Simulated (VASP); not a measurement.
# Pb: single point with PBE

The system is Pb.

```
CELL_PARAMETERS angstrom
0.00000 2.46980 2.59329
2.46980 0.00000 2.59329
2.46980 2.46980 0.00000
ATOMIC_POSITIONS crystal
Pb 0.00000 0.00000 0.00000
```

This cell differs from its parent crystal: strain +0.000 along x and y, +0.050 along z.

```yaml
Program: VASP 6.6.1
Task: single point
Functional: PBE
Potentials_or_basis: VASP PAW PBE potentials, release 64 (Pb_d)
Cutoff: 520 eV
k_mesh: 16 × 16 × 16
Occupations: gaussian, width 0.15 eV
Spin: no spin polarisation
```

| Property | Result |
| --- | --- |
| Pressure | 0.4 GPa |
| Band gap on the k mesh | zero (bands 7 and 8 overlap by 8.80 eV) |

Stress tensor (GPa, compression positive):
```
 0.62  0.00  0.00
 0.00  0.62  0.00
 0.00  0.00 -0.08
```

Levels at points of the mesh, in eV from the Fermi level:
```tsv
k point	band 4	band 5	band 6	band 7	band 8	band 9	band 10	band 11
(0.00, 0.00, 0.00)	-16.98	-16.93	-11.51	7.04	7.04	7.09	9.73	10.78
(0.50, 0.00, 0.00)	-16.85	-16.83	-8.12	-4.03	4.89	5.71	8.89	9.26
(0.50, 0.50, 0.00)	-16.81	-16.81	-7.16	-3.37	2.36	2.36	5.59	6.83
(0.50, 0.00, 0.50)	-16.82	-16.78	-6.64	-3.01	1.63	1.96	5.07	6.34
```

Wall time 4 min on 1 thread of Intel Xeon 8259CL, with other jobs on the host, peak memory 0.26 GiB.

Caveat: the cell differs from its parent crystal (strain +0.000 along x and y, +0.050 along z); spin-orbit coupling is left out, which moves the levels of the heavy elements.
